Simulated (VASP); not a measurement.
Write the native input for VASP 6.6.1 that does the following.

| Property | Result |
| --- | --- |
| Task | single point |
| Functional | PBE |
| Potentials or basis | VASP PAW PBE potentials, release 64 (Rh_pv) |
| Cutoff | 500 eV |
| k mesh | 12 × 12 × 12 |
| Occupations | fermi-dirac, width 0.1 eV |
| Spin | no spin polarisation |
| Dipole correction | no |
| Further INCAR settings | ALGO = Normal; EDIFF = 1e-06; NBANDS = 14 |

The structure of Rh lies in POSCAR:

```
Rh
1.0
    0.0000000000      1.8978500000      1.8978500000
    1.8978500000      0.0000000000      1.8978500000
    1.8978500000      1.8978500000      0.0000000000
Rh
1
Direct
    0.0000000000      0.0000000000      0.0000000000
```

One way to write it, as run:

INCAR

```
SYSTEM = Rh
PREC = Accurate ; ENCUT = 500
EDIFF = 1E-6 ; ISMEAR = -1
SIGMA = 0.1 ; LREAL = .FALSE.
LASPH = .TRUE. ; NELM = 120
ALGO = Normal ; ISIF = 2
LWAVE = .FALSE. ; LCHARG = .FALSE.
GGA = PE ; NBANDS = 14
GGA_COMPAT = .FALSE.
```

KPOINTS

```
regular mesh
0
G
  12 12 12
  0 0 0
```

Potentials or basis: VASP PAW PBE potentials, release 64 (Rh_pv).

Command:

```sh
$ cat potpaw_PBE.64/Rh_pv/POTCAR > POTCAR
$ mpirun -np 1 vasp_std > vasp.out
```

It gave:

```
Pressure : 7.9 GPa
```

Wall time 9.7 s on 1 thread of AMD EPYC 7R13 Processor (Zen 3) (shared host), peak memory 0.1 GiB.
